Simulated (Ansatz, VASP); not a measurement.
# AlGa3As4: VASP beside Ansatz

```
Al Ga As
1.0
     5.74041    0.00000    0.00000
     0.00000    5.74041    0.00000
     0.00000    0.00000    5.74041
Al Ga As
1 3 4
Direct
  0.50000 0.50000 0.50000
  0.50000 0.00000 0.00000
  0.00000 0.00000 0.50000
  0.00000 0.50000 0.00000
  0.74932 0.25068 0.74932
  0.74932 0.74932 0.25068
  0.25068 0.25068 0.25068
  0.25068 0.74932 0.74932
```

Alike in both runs: task single point; functional PBE; k mesh 4 × 4 × 4; occupations gaussian, width 0.1 eV; no spin polarisation.

|  | VASP | Ansatz |
| --- | --- | --- |
| version | VASP 6.6.1 | Ansatz 0.2.0 |
| potentials or method | VASP PAW PBE potentials, release 64 (Al, Ga_d, As), cutoff 520 eV | scalar-relativistic, plane waves, PAW |
| valence electrons in the cell | 62 | 102 |

Ansatz gave:

* gap on the k mesh at the Fermi level (eV): 0.54
* least direct gap on the mesh (eV): 0.54
* pressure (GPa): 0.0

Q: Estimate VASP's values.

A: gap on the k mesh at the Fermi level (eV): 0.54; least direct gap on the mesh (eV): 0.54; pressure (GPa): 0.2.

VASP's potentials hold 62 valence electrons a cell and Ansatz's 102, so a difference there can come from the potentials and not from the codes.
